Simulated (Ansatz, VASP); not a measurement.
Al2O3: VASP beside Ansatz

```
Al O
1.0
     2.37908    1.37356    4.32990
    -2.37908    1.37356    4.32990
     0.00000   -2.74712    4.32990
Al O
4 6
Direct
  0.35229 0.35229 0.35229
  0.14771 0.14771 0.14771
  0.64771 0.64771 0.64771
  0.85229 0.85229 0.85229
  0.55621 0.94379 0.25000
  0.25000 0.55621 0.94379
  0.94379 0.25000 0.55621
  0.44379 0.05621 0.75000
  0.75000 0.44379 0.05621
  0.05621 0.75000 0.44379
```

Alike in both runs: task single point; functional r2SCAN; k mesh 6 × 6 × 6; occupations gaussian, width 0.1 eV; no spin polarisation.

|  | VASP | Ansatz |
| --- | --- | --- |
| version | VASP 6.6.1 | Ansatz 0.2.0 |
| potentials or method | VASP PAW PBE potentials, release 64 (Al, O), cutoff 520 eV | scalar-relativistic, plane waves, PAW |
| valence electrons in the cell | 48 | 48 |

Ansatz gave:

| Item | Value |
| --- | --- |
| gap on the k mesh at the Fermi level (eV) | 7.13 |
| least direct gap on the mesh (eV) | 7.13 |
| pressure (GPa) | 0.0 |
| traceless stress, the component that is largest in VASP (GPa) | -0.25 |
| rms of the force components (eV/Å) | 0.037 |

**Question.** Estimate VASP's values.

**Answer.** gap on the k mesh at the Fermi level (eV): 7.15; least direct gap on the mesh (eV): 7.15; pressure (GPa): -0.3; traceless stress, the component that is largest in VASP (GPa): -0.27; rms of the force components (eV/Å): 0.038.

VASP's potentials were made for PBE, not for r2SCAN. Atom by atom the forces differ by 0.003 eV/Å (rms over components).
